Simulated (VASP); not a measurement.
Set up this calculation in VASP 6.6.1, as the native input.

| Item | Value |
| --- | --- |
| Task | single point |
| Functional | PBE |
| Potentials or basis | VASP PAW PBE potentials, release 64 (Ir, Rh_pv) |
| Cutoff | 520 eV |
| k mesh | 18 × 18 × 4 |
| Occupations | gaussian, width 0.1 eV |
| Spin | no spin polarisation |
| Dipole correction | no |
| Further INCAR settings | ALGO = Fast; EDIFF = 1e-06; NBANDS = 51 |

The structure of IrRh5 lies in POSCAR:

```
IrRh5
1.0
    2.6126455163      0.0000000277      0.0000000000
   -1.3063227821      2.2626173744      0.0000000000
    0.0000000000      0.0000000000     12.6583724650
Ir Rh
1 5
Direct
    0.6666666667      0.3333333333      0.5000000000
    0.3333333333      0.6666666667      0.6679270025
    0.3333333333      0.6666666667      0.0000000000
    0.3333333333      0.6666666667      0.3320729975
    0.6666666667      0.3333333333      0.8345134783
    0.6666666667      0.3333333333      0.1654865217
```

This cell differs from its parent crystal: volume scaled by 0.88, then relaxed in part.

These files were run (other wordings do the same):

INCAR

```
ALGO     = Fast           # electronic algorithm
EDIFF    = 1E-6           # SCF threshold, eV
ENCUT    = 520            # plane-wave cutoff, eV
GGA      = PE             # functional
ISIF     = 2              # what is computed and relaxed
ISMEAR   = 0              # smearing method
LASPH    = True           # aspherical terms in the spheres
LCHARG   = False          # write CHGCAR
LREAL    = False          # projectors in reciprocal space
LWAVE    = False          # write WAVECAR
NBANDS   = 51             # bands
NELM     = 60             # most SCF steps
PREC     = Accurate       # precision mode
SIGMA    = 0.1            # smearing width, eV
```

KPOINTS

```
k-points
0
Gamma
  18 18 4
```

Potentials or basis: VASP PAW PBE potentials, release 64 (Ir, Rh_pv).

The run is started by

```console
$ cat potpaw_PBE.64/Ir/POTCAR potpaw_PBE.64/Rh_pv/POTCAR > POTCAR
$ mpirun -np 1 vasp_std > vasp.out
```

It gave:

```json
{
  "Pressure": "48.0 GPa",
  "Largest force": "0.038 eV/Å",
  "Band gap on the k mesh": "zero (band 42 reaches 14.50 eV, above the bottom of band 43 at 11.87 eV)"
}
```

Caveat: spin-orbit coupling is left out, which moves the levels of the heavy elements.

It took 4.2 min on 1 thread of Intel(R) Xeon(R) 6975P-C (Granite Rapids), with other jobs on the host, peak memory 0.42 GiB.
